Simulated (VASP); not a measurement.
# Ga2O3 (P-1) in VASP: single point with PBE

Aim: the single point of Ga2O3 with PBE.

Everything below comes from runs of VASP 6.6.1. Logs are shortened: lines on timing, memory, paths and dates and some standing lists are left out, and cuts for length are marked.

**1. The cell of the first run**

The typed cell holds 20 atoms: a = 5.878 Å, b = 3.084 Å, c = 12.256 Å, α = 98.68°, β = 87.20°, γ = 90.00°.

**2. Single point, PBE**

The input, INCAR:

```
ALGO = Fast
EDIFF = 1E-6
ENCUT = 520
GGA = PE
ISIF = 2
ISMEAR = 0
LASPH = True
LCHARG = True
LELF = True
LREAL = Auto
LVHAR = True
LWAVE = False
NBANDS = 104
NELM = 100
PREC = Accurate
SIGMA = 0.05
```

The input, KPOINTS:

```
k-points
0
Gamma
  5 9 3
```

The input, POSCAR:

```
Ga2O3
1.0
    1.4027234631      0.0000000000     -5.7076941965
    0.0000000000      3.0835130475      0.0000000000
   11.8937717162     -1.8501078285      2.3060625548
Ga O
8 12
Direct
   -0.2087579470      0.5039480602      0.8399134337
    0.5912420530      0.7039480602      0.3399134337
    0.3087579470      0.3960519398      0.6600865663
    0.1087579470      0.5960519398      0.1600865663
    0.0992023978      0.2451004379      0.4085007299
    0.2992023978      1.0451004379      0.9085007299
    0.6007976022      0.0548995621      0.0914992701
   -0.1992023978      0.8548995621      0.5914992701
   -0.4938107105      0.5480930270      0.9134883783
    0.3061892895      0.7480930270      0.4134883783
    0.5938107105      0.3519069730      0.5865116217
    0.3938107105      0.5519069730      0.0865116217
    0.0551210915      0.5542207877      0.9237013128
   -0.1448789085      0.7542207877      0.4237013128
    0.0448789085      0.3457792123      0.5762986872
    0.8448789085      0.5457792123      0.0762986872
    0.0917264668      0.1476117418      0.2460195696
    0.2917264668      0.9476117418      0.7460195696
    0.6082735332      0.1523882582      0.2539804304
   -0.1917264668      0.9523882582      0.7539804304
```

Potentials or basis: VASP PAW PBE potentials, release 64 (Ga_d, O).

On the command line:

```
> cat potpaw_PBE.64/Ga_d/POTCAR potpaw_PBE.64/O/POTCAR > POTCAR
> mpirun -np 1 vasp_std > vasp.out
```

OUTCAR:

```text
EDIFF = 1E-6
   ENCUT = 520
   GGA = PE
   ISIF = 2
   ISMEAR = 0
   LASPH = True
   LREAL = Auto
   NELM = 100
   PREC = Accurate

 ion  position               nearest neighbor table
   1  0.791  0.504  0.840-   9 1.86  20 1.86  20 1.86  13 1.90
   2  0.591  0.704  0.340-  10 1.86  19 1.86  19 1.86  14 1.90
   3  0.309  0.396  0.660-  11 1.86  18 1.86  18 1.86  15 1.90
   4  0.109  0.596  0.160-  12 1.86  17 1.86  17 1.86  16 1.90
   5  0.099  0.245  0.409-  10 1.97  10 1.97  17 1.97  15 2.04  14 2.11  14 2.11
   6  0.299  0.045  0.909-   9 1.97   9 1.97  18 1.97  13 2.11  13 2.11
   7  0.601  0.055  0.091-  12 1.97  12 1.97  19 1.97  16 2.11  16 2.11
   8  0.801  0.855  0.591-  11 1.97  11 1.97  20 1.97  14 2.04  15 2.11  15 2.11
   9  0.506  0.548  0.913-   1 1.86   6 1.97   6 1.97
  10  0.306  0.748  0.413-   2 1.86   5 1.97   5 1.97
  11  0.594  0.352  0.587-   3 1.86   8 1.97   8 1.97
  12  0.394  0.552  0.087-   4 1.86   7 1.97   7 1.97
  13  0.055  0.554  0.924-   1 1.90   6 2.11   6 2.11
  14  0.855  0.754  0.424-   2 1.90   8 2.04   5 2.11   5 2.11
  15  0.045  0.346  0.576-   3 1.90   5 2.04   8 2.11   8 2.11
  16  0.845  0.546  0.076-   4 1.90   7 2.11   7 2.11
  17  0.092  0.148  0.246-   4 1.86   4 1.86   5 1.97
  18  0.292  0.948  0.746-   3 1.86   3 1.86   6 1.97
  19  0.608  0.152  0.254-   2 1.86   2 1.86   7 1.97
  20  0.808  0.952  0.754-   1 1.86   1 1.86   8 1.97

  LATTYP: Found a triclinic cell.
 ALAT       =     3.0835130475
 B/A-ratio  =     2.1525052332
 C/A-ratio  =     3.9493559378
 COS(alpha) =     0.0034870112
 COS(beta)  =     0.1012823372
 COS(gamma) =     0.4645749449

  Lattice vectors:

 A1 = (   0.0000000000,   3.0835130475,   0.0000000000)
 A2 = (  -1.4027234631,   3.0835130475,   5.7076941965)
 A3 = (  11.8937717162,   1.2334052190,   2.3060625548)

Analysis of symmetry for initial positions (statically):
=====================================================================
 Subroutine PRICEL returns:
 Original cell was already a primitive cell.

 Routine SETGRP: Setting up the symmetry group for a
 triclinic supercell.

 Subroutine GETGRP returns: Found  2 space group operations
 (whereof  1 operations were pure point group operations)
 out of a pool of  2 trial point group operations.

The static configuration has the point symmetry C_1 .
 The point group associated with its full space group is S_2 .

Analysis of symmetry for dynamics (positions and initial velocities):
=====================================================================
 Subroutine PRICEL returns:
 Original cell was already a primitive cell.

 Routine SETGRP: Setting up the symmetry group for a
 triclinic supercell.

 Subroutine GETGRP returns: Found  2 space group operations
 (whereof  1 operations were pure point group operations)
 out of a pool of  2 trial point group operations.

The dynamic configuration has the point symmetry C_1 .
 The point group associated with its full space group is S_2 .

 Subroutine INISYM returns: Found  2 space group operations
 (whereof  1 operations are pure point group operations),
 and found     1 'primitive' translations

----------------------------------------------------------------------------------------

                                     Primitive cell

  volume of cell :     219.3019

  direct lattice vectors                    reciprocal lattice vectors
     1.402723463  0.000000000 -5.707694197     0.032424596  0.000000000 -0.167233427
     0.000000000  3.083513047  0.000000000     0.048152123  0.324305422  0.011833870
    11.893771716 -1.850107829  2.306062555     0.080253538  0.000000000  0.019723117

  length of vectors
     5.877534020  3.083513047 12.255718221     0.170347801  0.328074190  0.082641586

  position of ions in fractional coordinates (direct lattice)
     0.791242053  0.503948060  0.839913434
     0.591242053  0.703948060  0.339913434
     0.308757947  0.396051940  0.660086566
     0.108757947  0.596051940  0.160086566
     0.099202398  0.245100438  0.408500730
     0.299202398  0.045100438  0.908500730
[... 12 lines left out ...]
     0.608273533  0.152388258  0.253980430
     0.808273533  0.952388258  0.753980430

  ion indices of the primitive-cell ions
   primitive index   ion index
                 1           1
                 2           2
                 3           3
                 4           4
                 5           5
                 6           6
[... 12 lines left out ...]
                19          19
                20          20

----------------------------------------------------------------------------------------

 KPOINTS: k-points

Automatic generation of k-mesh.
 Grid dimensions read from file:
 generate k-points for:    5    9    3

 Generating k-lattice:

  Cartesian coordinates                     Fractional coordinates (reciprocal lattice)
     0.006484919  0.000000000 -0.033446685     0.200000000  0.000000000  0.000000000
     0.005350236  0.036033936  0.001314874     0.000000000  0.111111111  0.000000000
     0.026751179  0.000000000  0.006574372    -0.000000000  0.000000000  0.333333333

  Length of vectors
     0.034069560  0.036452688  0.027547195

  Shift w.r.t. Gamma in fractional coordinates (k-lattice)
     0.000000000  0.000000000  0.000000000

 Subroutine IBZKPT returns following result:
 ===========================================

 Found     68 irreducible k-points:

 Following reciprocal coordinates:
            Coordinates               Weight
  0.000000  0.000000  0.000000      1.000000
  0.200000  0.000000  0.000000      2.000000
  0.400000  0.000000 -0.000000      2.000000
  0.000000  0.111111 -0.000000      2.000000
  0.200000  0.111111  0.000000      2.000000
  0.400000  0.111111 -0.000000      2.000000
[... 16 lines left out ...]
 -0.200000  0.444444 -0.000000      2.000000
  0.000000  0.000000  0.333333      2.000000
 [... further k-points ...]
   k-points           NKPTS =     68   k-points in BZ     NKDIM =     68   number of bands    NBANDS=    104
   number of dos      NEDOS =    301   number of ions     NIONS =     20
   total plane-waves  NPLWV = 110592
   dimension x,y,z NGX =    48 NGY =   24 NGZ =   96
   dimension x,y,z NGXF=    96 NGYF=   48 NGZF=  192
   ions per type =               8  12
   NGX,Y,Z   is equivalent  to a cutoff of  13.58, 12.94, 13.02 a.u.
   NGXF,Y,Z  is equivalent  to a cutoff of  27.15, 25.88, 26.04 a.u.
 SYSTEM =  unknown system
   PREC   = accura    normal or accurate (medium, high low for compatibility)
   ISTART =      0    job   : 0-new  1-cont  2-samecut
   ICHARG =      2    charge: 1-file 2-atom 10-const
   ISPIN  =      1    spin polarized calculation?
   LNONCOLLINEAR =      F non collinear calculations
   LSORBIT =      F    spin-orbit coupling
   LASPH  =      T    aspherical Exc in radial PAW
   ENCUT  =  520.0 eV  38.22 Ry    6.18 a.u.  10.93  5.73 22.79*2*pi/ulx,y,z
   NELM   =    100;   NELMIN=  2; NELMDL= -5     # of ELM steps
   EDIFF  = 0.1E-05   stopping-criterion for ELM
   LREAL  =      T    real-space projection
   EDIFFG = 0.1E-04   stopping-criterion for IOM
   NSW    =      0    number of steps for IOM
[... 5 lines left out ...]
   TEBEG  =    0.0;   TEEND  =   0.0 temperature during run
   PSTRESS=    0.0 pullay stress
   NELECT =     176.0000    total number of electrons
   NUPDOWN=      -1.0000    fix difference up-down
   EMIN   =  10.00;   EMAX   =-10.00  energy-range for DOS
   EFERMI =   0.00;   METHOD = LEGACY
   ISMEAR =     0;   SIGMA  =   0.05  broadening in eV -4-tet -1-fermi 0-gaus
   EFERMI_NEDOS =   21; number of points for ismear=-14 and -15
   IALGO  =     68    algorithm
   IMIX   =      4    mixing-type and parameters
     AMIX     =   0.40;   BMIX     =  1.00
     AMIX_MAG =   1.60;   BMIX_MAG =  1.00
  volume/ion in A,a.u.               =      10.97        74.00
  Fermi-wavevector in a.u.,A,eV,Ry     =   1.521359  2.874951 31.491123  2.314532
  Thomas-Fermi vector in A             =   2.630085
   LORBIT       =      0    0 simple, 1 ext, 2 COOP (PROOUT), +10 PAW based schemes
   GGA     = PE    functional components
   LHFCALC =     F    Hartree Fock is set to
   AEXX    =    0.0000 exact exchange contribution
   IVDW    =     0    specifies the selected vdW correction
   LEPSILON=     F    determine dielectric tensor
   LRPA    =     F    only Hartree local field effects (RPA)
 non-spin polarized calculation
 RMM-DIIS sequential band-by-band and
 Gauss-broadening in eV      SIGMA  =   0.05
  energy-cutoff  :      520.00
  volume of cell :      219.30
 maximum number of plane-waves:      5924
 NGX is ok and might be reduce to    48
   NGX = 21   NGY = 11   NGZ = 45

 number of electron     175.9999995 magnetization

 Free energy of the ion-electron system (eV)
  ---------------------------------------------------
  ext. energy  EPLUGINS =         0.00000000
  ---------------------------------------------------
  free energy    TOTEN  =      -115.86781887 eV

  energy without entropy =     -115.86651865  energy(sigma->0) =     -115.86716876

 E-fermi :   4.7466     XC(G=0): -11.3987

 val. band max:        4.6790881833   @ k =  -0.4000   0.4444   0.0000
 cond. band min:       4.9299567801   @ k =   0.0000   0.0000   0.3333
 fundamental gap:      0.2508685969
 Fermi energy:         4.7465555153

 k-point     1 :       0.0000    0.0000    0.0000
  band No.  band energies     occupation
      1     -15.4358      2.00000
      2     -14.9009      2.00000
      3     -14.7029      2.00000
      4     -14.1392      2.00000
      5     -14.0985      2.00000
      6     -14.0340      2.00000
[... 92 lines left out ...]
     99      11.3398      0.00000
    100      11.5834      0.00000

 k-point     2 :       0.2000    0.0000    0.0000
  band No.  band energies     occupation
      1     -15.4028      2.00000
      2     -14.8627      2.00000
      3     -14.6499      2.00000
      4     -14.1732      2.00000
      5     -14.1126      2.00000
      6     -14.0982      2.00000
[... 2255 lines left out ...]
     99      11.4314      0.00000
    100      12.0126      0.00000

 k-point    24 :       0.0000    0.0000    0.3333
  band No.  band energies     occupation
      1     -15.4284      2.00000
      2     -14.9705      2.00000
      3     -14.5584      2.00000
      4     -14.3310      2.00000
      5     -14.0322      2.00000
      6     -14.0240      2.00000
[... 92 lines left out ...]
     99      11.3446      0.00000
    100      11.5869      0.00000

 [... further k-points ...]

 [bands above 100 left out]

------------------------ aborting loop because EDIFF is reached ----------------------------------------

  FORCE on cell =-STRESS in cart. coord.  units (eV):
  Direction    XX          YY          ZZ          XY          YZ          ZX
  --------------------------------------------------------------------------------------
  -------------------------------------------------------------------------------------
  Total        9.5711806     -4.8944593      4.1234219     -3.5254890     -1.1488086      8.6092757
  in kB       69.9252121    -35.7579819     30.1249304    -25.7565477     -8.3929755     62.8977192
  external PRESSURE =      21.4307202 kB  Pullay stress =       0.0000000 kB

 VOLUME and BASIS-vectors are now :
 -----------------------------------------------------------------------------
  energy-cutoff  :      520.00
  volume of cell :      219.30
      direct lattice vectors                 reciprocal lattice vectors
     1.402723463  0.000000000 -5.707694197     0.032424596  0.000000000 -0.167233427
     0.000000000  3.083513047  0.000000000     0.048152123  0.324305422  0.011833870
    11.893771716 -1.850107829  2.306062555     0.080253538  0.000000000  0.019723117

 POSITION                                       TOTAL-FORCE (eV/Angst)
 -----------------------------------------------------------------------------------
     11.09963     -0.00000     -2.57927        -0.043914     -0.017592     -1.430578
      4.87220      1.54176     -2.59077        -0.023366      0.002290     -0.051154
      8.28402      0.00000     -0.24010         0.023366     -0.002290      0.051154
      2.05659      1.54176     -0.25159         0.043914      0.017592      1.430578
      4.99777     -0.00000      0.37581         0.046098     -0.001063     -0.009381
     11.22520     -1.54176      0.38730        -2.348247      0.183453      2.030838
[... 12 lines left out ...]
      3.87402     -0.00000     -2.88614        -0.019562     -0.041803      0.228816
     10.10146      1.54176     -2.87465         0.010881      0.037065      0.217828
 -----------------------------------------------------------------------------------
    total drift:                                0.000066     -0.000113      0.000092

  FREE ENERGIE OF THE ION-ELECTRON SYSTEM (eV)
  ---------------------------------------------------
  free  energy   TOTEN  =      -115.8678188724 eV

  energy  without entropy=     -115.8665186466  energy(sigma->0) =     -115.86716876
```

It took 88 min on 1 thread of Oxide Virtual Turin-like, shared host; peak memory 0.92 GiB.

What came out:

```yaml
Free_energy: -115.8678 eV
Pressure: 2.1 GPa
Largest_force: 3.110 eV/Å
Band_gap_on_the_k_mesh: zero (bands 88 and 89 overlap by 0.08 eV)
```

Forces on the atoms (eV/Å):
```
Ga  -0.044 -0.018 -1.431
Ga  -0.023  0.002 -0.051
Ga   0.023 -0.002  0.051
Ga   0.044  0.018  1.431
Ga   0.046 -0.001 -0.009
Ga  -2.348  0.183  2.031
Ga   2.348 -0.183 -2.031
Ga  -0.046  0.001  0.009
O   -1.408  0.909 -1.435
O    0.021 -0.002  0.025
O   -0.021  0.002 -0.025
O    1.408 -0.909  1.435
O   -1.112  0.504 -2.821
O   -0.022 -0.002 -0.019
O    0.022  0.002  0.019
O    1.112 -0.504  2.821
O   -0.011 -0.037 -0.218
O    0.020  0.042 -0.229
O   -0.020 -0.042  0.229
O    0.011  0.037  0.218
```

Stress tensor (GPa, compression positive):
```
 6.99 -2.58  6.29
-2.58 -3.58 -0.84
 6.29 -0.84  3.01
```

Caveat: forces of over 1 eV/Å act on the atoms, so gaps and moduli don't describe the material at rest.
